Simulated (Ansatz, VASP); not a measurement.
One calculation of NiO2, two programs

```
Ni O
1.0
     0.00000    3.96708    3.96708
     3.96708    0.00000    3.96708
     3.96708    3.96708    0.00000
Ni O
2 4
Direct
  0.00000 0.00000 0.00000
  0.25000 0.25000 0.25000
  0.12500 0.12500 0.12500
  0.62500 0.12500 0.12500
  0.12500 0.12500 0.62500
  0.12500 0.62500 0.12500
```

Alike in both runs: functional r2SCAN; k mesh 8 × 8 × 8; occupations gaussian, width 0.1 eV; no spin polarisation.

Ansatz relaxed the structure, and its values are those at the end. VASP's run is a single point on that final structure, the one shown.

|  | VASP | Ansatz |
| --- | --- | --- |
| version | VASP 6.6.1 | Ansatz 0.2.0 |
| potentials or method | VASP PAW PBE potentials, release 64 (Ni, O), cutoff 520 eV | scalar-relativistic, plane waves, PAW |
| valence electrons in the cell | 44 | 60 |

|  | VASP | Ansatz | Ansatz less VASP |
| --- | --- | --- | --- |
| gap on the k mesh at the Fermi level (eV) | none | none | - |
| pressure (GPa) | 0.7 | 0.0 | -0.70 |

VASP's potentials were made for PBE, not for r2SCAN. A gap of «none» marks a metal or a gap that the smearing closes. With one functional, cell and mesh, what is left measures potentials, basis and numerics. VASP's potentials hold 44 valence electrons a cell and Ansatz's 60, so a difference there can come from the potentials and not from the codes.
